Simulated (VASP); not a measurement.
Here is a VASP 6.6.1 calculation.

File INCAR:

```
SYSTEM = Mg4O
ALGO = Normal
EDIFF = 1E-6
ENCUT = 520
GGA = PE
ISIF = 2
ISMEAR = 0
ISPIN = 2
LASPH = .True.
LCHARG = .False.
LORBIT = 11
LREAL = .False.
LWAVE = .False.
MAGMOM = 0 0 0 0 1
NBANDS = 19
NELM = 150
PREC = Accurate
SIGMA = 0.1
```

KPOINTS

```
k-points
0
Gamma
  4 4 4
  0 0 0
```

The input POSCAR:

```
Mg4O
1.0
    4.4157684563      0.0000000000      0.0000000000
    0.0000000000      4.4157684563      0.0000000000
    0.0000000000      0.0000000000      4.4157684563
Mg O
4 1
Direct
    0.5000000000      0.0000000000      0.0000000000
    0.0000000000      0.5000000000      0.0000000000
    0.0000000000      0.0000000000      0.5000000000
    0.5000000000      0.5000000000      0.5000000000
    0.0000000000      0.0000000000      0.0000000000
```

Potentials or basis: VASP PAW PBE potentials, release 64 (Mg, O).

Launch:

```console
$ cat potpaw_PBE.64/Mg/POTCAR potpaw_PBE.64/O/POTCAR > POTCAR
$ mpirun -np 1 vasp_std > vasp.out
```

Question: Estimate the pressure.

Answer: 0.1 GPa.

Question: Predict the net moment.

Answer: 0.00 μB per cell.

Question: Estimate the band gap on the k mesh.

Answer: Zero (filled and empty bands overlap).
